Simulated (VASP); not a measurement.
The system is BiS.

```
Bi S
1.0
     4.00294    0.00000    0.00000
     0.00000    4.00294    0.00000
     0.00000    0.00000    4.00294
Bi S
1 1
Direct
  0.50000 0.50000 0.50000
  0.00000 0.00000 0.00000
```

| Item | Value |
| --- | --- |
| Program | VASP 6.6.1 |
| Task | relaxation of cell and atoms |
| Functional | PBEsol |
| Dispersion | D3(BJ) |
| Potentials or basis | VASP PAW PBE potentials, release 64 (Bi_d, S) |
| Cutoff | 600 eV |
| k mesh | 7 × 7 × 7 |
| Occupations | fermi-dirac, width 0.05 eV |
| Spin | no spin polarisation |

At the start: pressure -14.0 GPa; volume 32.07 Å³/atom.

Task: How do energy, volume and symmetry change on relaxing?

Result: Over 15 steps the energy falls by 717.3 meV/atom and the volume is 21.23 Å³/atom (-33.8 %); space group Pm-3m (No. 221, to 0.05 Å).

The path:
| step | energy change (eV) | largest force (eV/Å) | pressure (GPa) | volume (Å³) |
| --- | --- | --- | --- | --- |
| 1 | 0.0000 | 0.0000 | -14.03 | 64.14 |
| 2 | -1.4277 | 0.0000 | 2.24 | 41.44 |
| 3 | -1.4346 | 0.0000 | 0.10 | 42.40 |
| 4 | -1.4340 | 0.0000 | -0.63 | 42.78 |
| 5 | -1.4341 | 0.0000 | -0.61 | 42.76 |
| 6 | -1.4343 | 0.0000 | -0.51 | 42.71 |
| 7 | -1.4343 | 0.0000 | -0.50 | 42.71 |
| 8 | -1.4343 | 0.0000 | -0.53 | 42.71 |
| 9 | -1.4343 | 0.0000 | -0.49 | 42.71 |
| 10 | -1.4343 | 0.0000 | -0.48 | 42.69 |
| 11 | -1.4344 | 0.0000 | -0.45 | 42.67 |
| 12 | -1.4345 | 0.0000 | -0.34 | 42.63 |
| 13 | -1.4346 | 0.0000 | -0.14 | 42.54 |
| 14 | -1.4346 | 0.0000 | 0.21 | 42.36 |
| 15 | -1.4347 | 0.0000 | 0.05 | 42.47 |

Final structure:
```xyz
2
Lattice="3.4889 0.0000 0.0000 0.0000 3.4889 0.0000 0.0000 0.0000 3.4889" Properties=species:S:1:pos:R:3 pbc="T T T"
Bi    1.7444    1.7444    1.7444
S     0.0000    0.0000    0.0000
```

Caveat: the volume moved by over 15 % at a fixed basis, so the end points are rough; the PAW data sets were made with another functional, which shifts forces and pressure a little; pairwise dispersion overbinds metals, which lowers pressure and volume.
